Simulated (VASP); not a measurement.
# Ti (P6_3/mmc) in VASP: vibrations by perturbation theory with LDA

Aim: the vibrations by perturbation theory of Ti with LDA.

Program: VASP 6.6.1. These are calculated values, not measurements. Logs are shortened: lines on timing, memory, paths and dates and some standing lists are left out, and cuts for length are marked.

## Step 1: The cell of the first run

It takes space group P6_3/mmc (No. 194, hexagonal). The conventional cell has a = 2.807 Å, b = 2.807 Å, c = 4.468 Å, α = 90.00°, β = 90.00°, γ = 120.00°. Within 3.6 Å of Ti (site symmetry -6m2) lie 12 Ti at 2.76 to 2.81 Å.

## Step 2: Vibrations by perturbation theory, LDA

INCAR reads:

```
SYSTEM = Ti
PREC = Accurate ; ENCUT = 520
EDIFF = 1E-8 ; ISMEAR = -1
SIGMA = 0.15 ; LREAL = .False.
LASPH = .True. ; NELM = 60
ALGO = Normal ; ISIF = 2
LWAVE = .False. ; LCHARG = .False.
GGA = CA ; IBRION = 8
NSW = 1
```

KPOINTS reads:

```
regular mesh
0
Gamma
  18 18 10
  0 0 0
```

POSCAR reads:

```
Ti
1.0
    2.8070705574      0.0000000000      0.0000000000
   -1.4035352787      2.4309944129      0.0000000000
    0.0000000000      0.0000000000      4.4675849612
Ti
2
Direct
    0.3333333333      0.6666666667      0.2500000000
    0.6666666667      0.3333333333      0.7500000000
```

Potentials or basis: VASP PAW LDA potentials, release 64 (Ti_sv).

Run with:

```
cat potpaw_LDA.64/Ti_sv/POTCAR > POTCAR
mpirun -np 1 vasp_std > vasp.out
```

OUTCAR:

```text
SYSTEM = Ti
   PREC = Accurate
   ENCUT = 520
   EDIFF = 1E-8
   ISMEAR = -1
   LREAL = .False.
   LASPH = .True.
   NELM = 60
   ISIF = 2
   GGA = CA
   IBRION = 8
   NSW = 1

 ion  position               nearest neighbor table
   1  0.333  0.667  0.250-   2 2.76   2 2.76   2 2.76   2 2.76   2 2.76   2 2.76
   2  0.667  0.333  0.750-   1 2.76   1 2.76   1 2.76   1 2.76   1 2.76   1 2.76

  LATTYP: Found a hexagonal cell.
 ALAT       =     2.8070705574
 C/A-ratio  =     1.5915470844

  Lattice vectors:

 A1 = (   2.8070705574,   0.0000000000,   0.0000000000)
 A2 = (  -1.4035352787,   2.4309944129,   0.0000000000)
 A3 = (   0.0000000000,   0.0000000000,   4.4675849612)

Analysis of symmetry for initial positions (statically):
=====================================================================
 Subroutine PRICEL returns:
 Original cell was already a primitive cell.

 Routine SETGRP: Setting up the symmetry group for a
 hexagonal supercell.

 Subroutine GETGRP returns: Found 24 space group operations
 (whereof 12 operations were pure point group operations)
 out of a pool of 24 trial point group operations.

The static configuration has the point symmetry D_3d.
 The point group associated with its full space group is D_6h.

Analysis of symmetry for dynamics (positions and initial velocities):
=====================================================================
 Subroutine PRICEL returns:
 Original cell was already a primitive cell.

 Routine SETGRP: Setting up the symmetry group for a
 hexagonal supercell.

 Subroutine GETGRP returns: Found 24 space group operations
 (whereof 12 operations were pure point group operations)
 out of a pool of 24 trial point group operations.

The dynamic configuration has the point symmetry D_3d.
 The point group associated with its full space group is D_6h.

 Subroutine INISYM returns: Found 24 space group operations
 (whereof 12 operations are pure point group operations),
[... 619 lines left out ...]
  external PRESSURE =      77.3060325 kB  Pullay stress =       0.0000000 kB

 VOLUME and BASIS-vectors are now :
 -----------------------------------------------------------------------------
  energy-cutoff  :      520.00
  volume of cell :       30.49
      direct lattice vectors                 reciprocal lattice vectors
     2.807070557  0.000000000  0.000000000     0.356243272  0.205677149  0.000000000
    -1.403535279  2.430994413  0.000000000     0.000000000  0.411354298  0.000000000
     0.000000000  0.000000000  4.467584961     0.000000000  0.000000000  0.223834579

 POSITION                                       TOTAL-FORCE (eV/Angst)
 -----------------------------------------------------------------------------------
     -0.00000      1.62066      1.11690        -0.000000      0.000000      0.000000
      1.40354      0.81033      3.35069         0.000000     -0.000000      0.000000
 -----------------------------------------------------------------------------------
    total drift:                               -0.000000      0.000000     -0.000000

  FREE ENERGIE OF THE ION-ELECTRON SYSTEM (eV)
  ---------------------------------------------------
  free  energy   TOTEN  =       -17.1412993180 eV

  energy  without entropy=      -16.9729980532  energy(sigma->0) =      -17.05714869

[... ionic steps 2 to 3 ...]

--------------------------------------- Ionic step        4  -------------------------------------------

------------------------ aborting loop because EDIFF is reached ----------------------------------------

[... ionic steps 5 to 5 ...]

--------------------------------------- Ionic step        6  -------------------------------------------

 Free energy of the ion-electron system (eV)
  ---------------------------------------------------
  ---------------------------------------------------
  free energy    TOTEN  =        -0.61098332 eV

  energy without entropy =       -0.61098332

------------------------ aborting loop because EDIFF is reached ----------------------------------------

 INTERNAL STRAIN TENSOR  FOR ION    1  DIRECTION 3   (eV/Angst):
 -----------------------------------------------------------------------------
    -0.02262  0.00000  0.00000
     0.00000 -0.02262 -0.00000
     0.00000  0.00000  0.04664

 INTERNAL STRAIN TENSOR FOR ION    2 for displacements in x,y,z  (eV/Angst):
          X           Y           Z          XY          YZ          ZX
  --------------------------------------------------------------------------------
  x     0.00000     0.00000     0.00000     2.17157     0.00000     0.00000
  y     2.17157    -2.17157    -0.00000    -0.00000     0.00000     0.00000
  z    -0.00000     0.00000     0.00000     0.00000     0.00000     0.00000

 SECOND DERIVATIVES (NOT SYMMETRIZED)
 ------------------------------------
               1X          1Y          1Z          2X          2Y          2Z
  1X    -0.667755    0.000000    0.000000    0.667755    0.000000    0.000000
  1Y     0.000000   -0.667755    0.000000    0.000000    0.667755    0.000000
  1Z     0.000000    0.000000   -5.595299    0.000000   -0.000000    5.595299
  2X     0.667755    0.000000    0.000000   -0.667755    0.000000    0.000000
  2Y     0.000000    0.667755    0.000000    0.000000   -0.667755    0.000000
  2Z     0.000000   -0.000000    5.595299    0.000000    0.000000   -5.595299

 Eigenvectors and eigenvalues of the dynamical matrix
 ----------------------------------------------------

   1 f  =    7.557885 THz    47.487593 2PiTHz  252.103913 cm-1    31.256887 meV
             X         Y         Z           dx          dy          dz
     -0.000000  1.620663  1.116896     0.000000    0.000000   -0.707107
      1.403535  0.810331  3.350689     0.000000    0.000000    0.707107
[... 21 lines left out ...]
   6 f  =    0.000000 THz     0.000000 2PiTHz    0.000000 cm-1     0.000000 meV
             X         Y         Z           dx          dy          dz
     -0.000000  1.620663  1.116896     0.000000   -0.000000    0.707107
      1.403535  0.810331  3.350689     0.000000    0.000000    0.707107

--------------------------------------------------------------------------------------------------------

 ELASTIC MODULI CONTR FROM IONIC RELAXATION (kBar)
 Direction    XX          YY          ZZ          XY          YZ          ZX
 --------------------------------------------------------------------------------
 XX        -371.1336    371.1336      0.0000      0.0000      0.0000      0.0000
 YY         371.1336   -371.1336     -0.0000     -0.0000      0.0000      0.0000
 ZZ           0.0000     -0.0000     -0.0000     -0.0000      0.0000      0.0000
 XY           0.0000     -0.0000     -0.0000   -371.1336      0.0000      0.0000
 YZ           0.0000      0.0000      0.0000      0.0000      0.0000      0.0000
 ZX           0.0000      0.0000      0.0000      0.0000      0.0000      0.0000
 --------------------------------------------------------------------------------
```

It took 9.9 min on 1 thread of Intel Xeon 6975P-C (Granite Rapids), shared host; peak memory 0.91 GiB.

What came out:

```
Highest phonon frequency at Γ : 252 cm⁻¹
```

Phonon frequencies in cm⁻¹ (negative: imaginary):
```csv
q point,frequencies
"(0.000, 0.000, 0.000)",0 0 0 87 87 252
```

Caveat: the cell stands under pressure or tension, which shifts response properties.
